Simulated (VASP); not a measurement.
# GaP: single point with PBE

Crystal: GaP.

```
CELL_PARAMETERS angstrom
1.83274 1.05813 6.07200
-1.83274 1.05813 6.07200
0.00000 -2.11627 6.07200
ATOMIC_POSITIONS crystal
Ga 0.43558 0.43558 0.43558
Ga 0.56442 0.56442 0.56442
P 0.05751 0.05751 0.05751
P 0.94249 0.94249 0.94249
```

```
Program                : VASP 6.6.1
Task                   : single point
Functional             : PBE
Potentials or basis    : VASP PAW PBE potentials, release 64 (Ga_d, P)
Cutoff                 : 520 eV
k mesh                 : 9 × 9 × 9
Occupations            : gaussian, width 0.05 eV
Spin                   : no spin polarisation
Dipole correction      : no
Further INCAR settings : ALGO = Normal; EDIFF = 1e-06; NBANDS = 26
```

```json
{
  "Pressure": "18.2 GPa",
  "Largest force": "0.483 eV/Å",
  "Band gap on the k mesh": "0.70 eV (least direct gap 1.50 eV)"
}
```

Forces in eV/Å, atoms in the order of the input:
```
Ga   0.000  0.000  0.216
Ga   0.000  0.000 -0.216
P    0.000  0.000  0.483
P    0.000  0.000 -0.483
```

Stress tensor (GPa, compression positive):
```
17.26  0.00  0.00
 0.00 17.26  0.00
 0.00  0.00 20.03
```

Levels at points of the mesh, in eV from the valence-band top:
| k point | band 15 | band 16 | band 17 | band 18 | band 19 | band 20 | band 21 | band 22 |
| --- | --- | --- | --- | --- | --- | --- | --- | --- |
| (0.00, 0.00, 0.00) | -2.14 | -0.33 | 0.00 | 0.00 | 1.50 | 2.52 | 3.33 | 3.66 |

Wall time 3.7 min on 1 thread of Intel(R) Xeon(R) Platinum 8488C (Sapphire Rapids), with other jobs on the host, peak memory 0.39 GiB.

Caveat: the cell stands under pressure; an odd mesh through Γ misses points on the zone boundary, where band edges can lie.
